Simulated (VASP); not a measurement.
Runs of VASP 6.6.1 on Hf. The structure is that of space group Fm-3m (No. 225), or close to it. The cells are those of the table. This isn't the form of Hf at room conditions, which is hcp.

```csv
cell,gap on the mesh (eV),pressure (GPa)
"a = 3.123 Å, angles 60.0°, 1 atom",none,-4.1
"a = 3.041 Å, angles 60.0°, 1 atom",none,5.3
"a = 3.128, b = 3.128, c = 3.005 Å, angles 61.3, 61.3, 57.4°, 1 atom",none,(a)
"a = 3.163 Å, angles 60.0°, 1 atom",none,-7.7
"a = 2.998 Å, angles 60.0°, 1 atom",none,(b)
```

Alike in all rows: task single point; level LDA; potentials or basis VASP PAW LDA potentials, release 64 (Hf_pv); no spin polarisation; k mesh 20 × 20 × 20; cutoff (eV) 520; smearing gaussian 0.15 eV.

Q: Fill in the values left out.

A: (a) 0.0; (b) 11.4.

Caveats: spin-orbit coupling is left out, which moves the levels of the heavy elements; the cell stands under tension (at least some runs); the cell stands under pressure (at least some runs).

A k mesh can miss the band edges, and the runs leave out spin-orbit coupling on Hf.

A gap of «none» marks levels without a gap at the run's occupations.
